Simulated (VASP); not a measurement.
Write the native input for VASP 6.6.1 that does the following.

- Task: single point
- Functional: PBE
- Potentials or basis: VASP PAW PBE potentials, release 64 (Na_pv, H)
- Cutoff: 520 eV
- k mesh: 10 × 10 × 10
- Occupations: fermi-dirac, width 0.02 eV
- Spin: no spin polarisation
- Dipole correction: no
- Further INCAR settings: ALGO = Normal; EDIFF = 1e-06; NBANDS = 11

The structure of NaH lies in POSCAR:

```
NaH
1.0
    0.0000000000      2.4161698304      2.4161698304
    2.4161698304      0.0000000000      2.4161698304
    2.4161698304      2.4161698304      0.0000000000
Na H
1 1
Direct
    0.0000000000      0.0000000000      0.0000000000
    0.5000000000      0.5000000000      0.5000000000
```

One way to write it, as run:

INCAR

```
SYSTEM = NaH
PREC = Accurate
ENCUT = 520
EDIFF = 1E-6
ISMEAR = -1
SIGMA = 0.02
LREAL = .False.
LASPH = .True.
NELM = 80
ALGO = Normal
ISIF = 2
LWAVE = .False.
LCHARG = .False.
GGA = PE
NBANDS = 11
```

KPOINTS

```
Automatic mesh
0
Gamma
  10 10 10
  0 0 0
```

Potentials or basis: VASP PAW PBE potentials, release 64 (Na_pv, H).

Run with:

```sh
$ cat potpaw_PBE.64/Na_pv/POTCAR potpaw_PBE.64/H/POTCAR > POTCAR
$ mpirun -np 1 vasp_std > vasp.out
```

It gave:

The pressure is 0.0 GPa and the band gap on the k mesh is 3.78 eV (least direct gap 4.62 eV).

It took 19 s on 1 thread of Intel Xeon 8259CL (shared host), peak memory 0.15 GiB.
